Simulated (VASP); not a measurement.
A run of VASP 6.6.1 is set up as follows.

The input INCAR:

```
SYSTEM = HfN
PREC = Accurate ; ENCUT = 600
EDIFF = 1E-6 ; ISMEAR = 1
SIGMA = 0.1 ; LREAL = .False.
LASPH = .True. ; NELM = 120
ALGO = Normal ; ISIF = 2
LWAVE = .False. ; LCHARG = .True.
GGA = PS ; LELF = .True.
LVHAR = .True. ; NBANDS = 14
GGA_COMPAT = .False.
```

KPOINTS

```
Automatic mesh
0
Gamma
  6 6 6
  0 0 0
```

POSCAR

```
HfN
1.0
    0.0000000000      2.4548220000      2.4548220000
    2.4548220000      0.0000000000      2.4548220000
    2.4548220000      2.4548220000      0.0000000000
Hf N
1 1
Direct
    0.0000000000      0.0000000000      0.0000000000
    0.7500000000      0.7500000000      0.7500000000
```

Potentials or basis: VASP PAW PBE potentials, release 64 (Hf_pv, N).

Launch:

```bash
$ cat potpaw_PBE.64/Hf_pv/POTCAR potpaw_PBE.64/N/POTCAR > POTCAR
$ mpirun -np 1 vasp_std > vasp.out
```

**Question.** What does it give for the pressure?

**Answer.** -6.1 GPa.

Caveat: the k points lie up to 0.37 Å⁻¹ apart; the PAW data sets were made with another functional, which shifts forces and pressure a little.
